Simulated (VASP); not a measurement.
The system is InGa3As4.

```
In Ga As
1.0
     5.61082    0.00000    0.00000
     0.00000    5.61082    0.00000
     0.00000    0.00000    5.61082
In Ga As
1 3 4
Direct
  0.50000 0.50000 0.50000
  0.50000 0.00000 0.00000
  0.00000 0.00000 0.50000
  0.00000 0.50000 0.00000
  0.25000 0.75000 0.25000
  0.25000 0.25000 0.75000
  0.75000 0.75000 0.75000
  0.75000 0.25000 0.25000
```

* Program: VASP 6.6.1
* Task: relaxation of cell and atoms
* Functional: PBE
* Potentials or basis: VASP PAW PBE potentials, release 64 (In_d, Ga_d, As)
* Cutoff: 600 eV
* k mesh: 4 × 4 × 4
* Occupations: gaussian, width 0.1 eV
* Spin: no spin polarisation

At the start: pressure 10.9 GPa; volume 22.08 Å³/atom.

Where does the relaxation end?

Over 7 steps the energy falls by 128.5 meV/atom and the volume is 25.26 Å³/atom (+14.4 %); space group P-43m (No. 215, to 0.1 Å) before and after.

Step by step:
| step | energy change (eV) | largest force (eV/Å) | pressure (GPa) | volume (Å³) |
| --- | --- | --- | --- | --- |
| 1 | 0.0000 | 1.7569 | 10.95 | 176.64 |
| 2 | -0.8279 | 0.0046 | -3.65 | 218.07 |
| 3 | -1.0010 | 0.3745 | -0.49 | 203.91 |
| 4 | -1.0006 | 0.3934 | -0.30 | 203.34 |
| 5 | -1.0220 | 0.1927 | 0.04 | 201.81 |
| 6 | -1.0267 | 0.0409 | 0.33 | 200.66 |
| 7 | -1.0280 | 0.0126 | -0.09 | 202.09 |

Final structure:
```
In Ga As
1.0
     5.86835    0.00000    0.00000
     0.00000    5.86835    0.00000
     0.00000    0.00000    5.86835
In Ga As
1 3 4
Cartesian
  2.9342 2.9342 2.9342
  2.9342 0.0000 5.8684
  0.0000 0.0000 2.9342
  0.0000 2.9342 5.8684
  1.4124 4.4560 1.4124
  1.4124 1.4124 4.4560
  4.4560 4.4560 4.4560
  4.4560 1.4124 1.4124
```
